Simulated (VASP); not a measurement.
Wanted: the native input for a VASP 6.6.1 run.

* Task: single point
* Functional: PBEsol
* Potentials or basis: VASP PAW PBE potentials, release 64 (Ti_sv, O)
* Cutoff: 520 eV
* k mesh: 12 × 12 × 8
* Occupations: gaussian, width 0.1 eV
* Spin: no spin polarisation
* Dipole correction: no
* Further INCAR settings: ALGO = Normal; EDIFF = 1e-07; NBANDS = 48

The structure of Ti6O lies in POSCAR:

```
Ti6O
1.0
    5.0524252047      0.0000000000      0.0000000000
   -2.5262126024      4.3755285780      0.0000000000
    0.0000000000      0.0000000000      4.6904539502
Ti O
6 1
Direct
    0.3313261844      0.0000000000      0.2594789575
    0.0000000000      0.3313261844      0.2594789575
    0.6686738156      0.6686738156      0.2594789575
    0.0000000000      0.6686738156      0.7405210425
    0.6686738156      0.0000000000      0.7405210425
    0.3313261844      0.3313261844      0.7405210425
    0.0000000000      0.0000000000      0.0000000000
```

These files were run (other wordings do the same):

INCAR

```
PREC = Accurate
ENCUT = 520
EDIFF = 1E-7
ISMEAR = 0
SIGMA = 0.1
LREAL = F
LASPH = T
NELM = 60
ALGO = Normal
ISIF = 2
LWAVE = F
LCHARG = F
GGA = PS
NBANDS = 48
```

KPOINTS

```
regular mesh
0
Gamma
  12 12 8
```

Potentials or basis: VASP PAW PBE potentials, release 64 (Ti_sv, O).

Launch:

```bash
$ cat potpaw_PBE.64/Ti_sv/POTCAR potpaw_PBE.64/O/POTCAR > POTCAR
$ mpirun -np 1 vasp_std > vasp.out
```

It gave:

```yaml
Pressure: 0.0 GPa
Largest_force: 0.036 eV/Å
Band_gap_on_the_k_mesh: zero (bands 39 and 40 overlap by 0.53 eV)
```

Caveat: the PAW data sets were made with another functional, which shifts forces and pressure a little.

It took 7.1 min on 1 thread of AMD EPYC 9R45 96-Core Processor (Zen 5) (shared host), peak memory 0.53 GiB.
